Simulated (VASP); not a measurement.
Here is a VASP 6.6.1 calculation.

File INCAR:

```
  PREC = Accurate
  ENCUT = 600
  EDIFF = 1E-7
  ISMEAR = 0
  SIGMA = 0.01
  LREAL = F
  LASPH = T
  NELM = 100
  ALGO = Normal
  ISIF = 3
  LWAVE = F
  LCHARG = F
  GGA = PE
  IBRION = 2
  NSW = 80
  EDIFFG = -0.02
```

KPOINTS

```
Automatic mesh
0
Gamma
  6 6 6
```

POSCAR

```
SrCl2
1.0
    4.9332720000      0.0000000000      0.0000000000
    2.4666360000      4.2723388758      0.0000000000
    2.4666360000      1.4241129586      4.0279997208
Sr Cl
1 2
Direct
    0.0000000000      0.0000000000      0.0000000000
    0.2500000000      0.2500000000      0.2500000000
    0.7500000000      0.7500000000      0.7500000000
```

Potentials or basis: VASP PAW PBE potentials, release 64 (Sr_sv, Cl).

Run with:

```bash
$ cat potpaw_PBE.64/Sr_sv/POTCAR potpaw_PBE.64/Cl/POTCAR > POTCAR
$ mpirun -np 1 vasp_std > vasp.out
```

Q: Estimate the space group after relaxing (to 0.1 Å).

A: Fm-3m (No. 225).

Q: What does it give for the relaxed cell?

A: a = 4.980 Å, b = 4.980 Å, c = 4.980 Å, α = 60.00°, β = 60.00°, γ = 60.00°.

The path:
```csv
step,energy change (eV),largest force (eV/Å),pressure (GPa),volume (Å³)
1,0.0000,0.0000,1.11,84.90
2,-0.0090,0.0000,0.09,87.33
```

PBE usually gives volumes a little too large and moduli too small. Zero-point motion and thermal expansion aren't in these numbers.
